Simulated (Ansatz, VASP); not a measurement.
# Two plane-wave programs on Ti

```xyz
1
Lattice="-1.6113 1.6113 1.6113 1.6113 -1.6113 1.6113 1.6113 1.6113 -1.6113" Properties=species:S:1:pos:R:3 pbc="T T T"
Ti    0.0000    0.0000    0.0000
```

Alike in both runs: task single point; functional PBE; k mesh 18 × 18 × 18; occupations gaussian, width 0.1 eV; no spin polarisation.

|  | VASP | Ansatz |
| --- | --- | --- |
| version | VASP 6.6.1 | Ansatz 0.2.0 |
| potentials or method | VASP PAW PBE potentials, release 64 (Ti_sv), cutoff 520 eV | scalar-relativistic, plane waves, PAW |
| valence electrons in the cell | 12 | 12 |

Ansatz gave:

```
gap on the k mesh at the Fermi level (eV) : none
pressure (GPa)                            : 3.4
```

Estimate VASP's values.

gap on the k mesh at the Fermi level (eV): none; pressure (GPa): 3.1.

A gap of «none» marks a metal or a gap that the smearing closes.
